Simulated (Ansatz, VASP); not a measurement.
# CdS: VASP beside Ansatz

```xyz
4
Lattice="4.1245 0.0000 0.0000 -2.0623 3.5720 0.0000 0.0000 0.0000 6.7092" Properties=species:S:1:pos:R:3 pbc="T T T"
Cd    0.0000    2.3813   -0.1229
Cd    2.0623    1.1907    3.2317
S     0.0000    2.3813    2.6523
S     2.0623    1.1907    6.0069
```

Change from the starting cell: polar distortion scaled by 0.70.

Alike in both runs: task single point; functional PBEsol; k mesh 9 × 9 × 4; no spin polarisation.

|  | VASP | Ansatz |
| --- | --- | --- |
| version | VASP 6.6.1 | Ansatz 0.2.0 |
| potentials or method | VASP PAW PBE potentials, release 64 (Cd, S), cutoff 520 eV | scalar-relativistic, plane waves, PAW |
| occupations | gaussian, width 0.01 eV | fixed |
| valence electrons in the cell | 36 | 52 |

VASP gave:

```
gap on the k mesh at the Fermi level (eV)                     : 1.21
least direct gap on the mesh (eV)                             : 1.21
pressure (GPa)                                                : 1.5
traceless stress, the component that is largest in VASP (GPa) : -4.29
rms of the force components (eV/Å)                            : 0.387
```

Task: Which values does Ansatz return?

Result: gap on the k mesh at the Fermi level (eV): 1.21; least direct gap on the mesh (eV): 1.21; pressure (GPa): 1.1; traceless stress, the component that is largest in VASP (GPa): -4.09; rms of the force components (eV/Å): 0.375.

VASP's potentials were made for PBE, not for PBEsol, and Ansatz warns of the same on its side. Atom by atom the forces differ by 0.012 eV/Å (rms over components). VASP's potentials hold 36 valence electrons a cell and Ansatz's 52, so a difference there can come from the potentials and not from the codes.
